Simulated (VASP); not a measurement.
Runs of VASP 6.6.1 on SiC. The structure is that of space group P6_3mc (No. 186), or close to it. The cells are those of the table. 

| cell | gap on the mesh (eV) | pressure (GPa) | largest force (eV/Å) |
| --- | --- | --- | --- |
| a = 3.094, b = 3.094, c = 10.399 Å, angles 90.0, 90.0, 120.0°, 8 atoms | 2.10 | -5.1 | 0.18 |
| a = 3.166, b = 3.166, c = 10.129 Å, angles 90.0, 90.0, 120.0°, 8 atoms | 2.18 | -8.9 | 0.19 |
| a = 3.166, b = 3.166, c = 10.399 Å, angles 90.0, 90.0, 120.0°, 8 atoms | (b) | -13.4 | 0.03 |
| a = 3.022, b = 3.022, c = 10.940 Å, angles 90.0, 90.0, 120.0°, 8 atoms | 1.65 | -3.2 | 0.35 |
| a = 3.239, b = 3.239, c = 9.589 Å, angles 90.0, 90.0, 120.0°, 8 atoms | 1.64 | -4.5 | 1.29 |
| a = 3.239, b = 3.239, c = 9.859 Å, angles 90.0, 90.0, 120.0°, 8 atoms | 1.83 | -10.7 | 0.69 |
| a = 3.311, b = 3.311, c = 9.319 Å, angles 90.0, 90.0, 120.0°, 8 atoms | (a) | -3.7 | 2.28 |
| a = 3.094, b = 3.094, c = 10.669 Å, angles 90.0, 90.0, 120.0°, 8 atoms | 1.96 | -9.2 | 0.22 |

Alike in all rows: task single point; level PBE; potentials or basis VASP PAW PBE potentials, release 64 (Si, C); no spin polarisation; k mesh 12 × 12 × 4; cutoff (eV) 520; smearing gaussian 0.05 eV.

Q: Fill in the values left out.

A: (a) 1.37; (b) 2.19.

Caveats: forces of over 1 eV/Å act on the atoms, so gaps and moduli don't describe the material at rest (at least some runs); the stress differs along the axes, from -14 to -1 GPa (at least some runs); the stress differs along the axes, from -13 to -1 GPa (at least some runs); the cell stands under tension (at least some runs); the stress differs along the axes, from -34 to 12 GPa (at least some runs); the stress differs along the axes, from -22 to 31 GPa (at least some runs); the stress differs along the axes, from -22 to 12 GPa (at least some runs).

A k mesh can miss the band edges.
